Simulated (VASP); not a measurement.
Wanted: the native input for a VASP 6.6.1 run.

```yaml
Task: relaxation of cell and atoms
Functional: PBE
Potentials_or_basis: VASP PAW PBE potentials, release 64 (Ta_pv, W_sv)
Cutoff: 600 eV
k_mesh: 8 × 4 × 4
Occupations: gaussian, width 0.2 eV
Spin: no spin polarisation
Dipole_correction: no
Further_INCAR_settings: ALGO = Fast; EDIFF = 1e-07; IBRION = 2; EDIFFG = -0.025; NSW = 80; ISIF = 3
```

The structure of Ta2W lies in POSCAR:

```
Ta2W
1.0
   -1.6176173376     -2.3337524232      0.0353892512
   -4.8475463532      2.3300642498      0.0512341693
   -1.5245113522      0.0395374614     -6.7291788647
Ta W
4 2
Direct
    0.0713673663      0.0493523927      0.6745967511
    0.6022640979      0.5886636119      0.6621675118
    0.3849843521      0.4362734651      0.3549267960
    0.9869904782      0.9115605327      0.3020549326
    0.2025284886      0.2471832672     -0.0149875162
    0.7518652169      0.7669667304      0.0212415246
```

The input as run:

INCAR

```
ALGO = Fast ; EDIFF = 1E-7
EDIFFG = -0.025 ; ENCUT = 600
GGA = PE ; IBRION = 2
ISIF = 3 ; ISMEAR = 0
LASPH = T ; LCHARG = F
LREAL = F ; LWAVE = F
NELM = 80 ; NSW = 80
PREC = Accurate ; SIGMA = 0.2
```

KPOINTS

```
k-points
0
Gamma
  8 4 4
```

Potentials or basis: VASP PAW PBE potentials, release 64 (Ta_pv, W_sv).

The run is started by

```console
$ cat potpaw_PBE.64/Ta_pv/POTCAR potpaw_PBE.64/W_sv/POTCAR > POTCAR
$ mpirun -np 1 vasp_std > vasp.out
```

Results of the run:

```
Relaxed volume                        : 17.45 Å³/atom
Relaxed cell                          : a = 2.840 Å, b = 5.426 Å, c = 7.072 Å, α = 78.19°, β = 82.57°, γ = 80.70°
Space group after relaxing (to 0.1 Å) : Fmmm (No. 69)
Energy gained by relaxing             : 335.6 meV/atom
Ionic steps                           : 18
Pressure after relaxing               : 0.1 GPa
Largest force after relaxing          : 0.023 eV/Å
Band gap on the k mesh                : zero (bands 36 and 37 overlap by 2.01 eV)
```

Caveat: spin-orbit coupling is left out, which moves the levels of the heavy elements.

Run time: 46 min on 1 thread of Intel(R) Xeon(R) 6975P-C (Granite Rapids), on a shared host, peak memory 0.48 GiB.
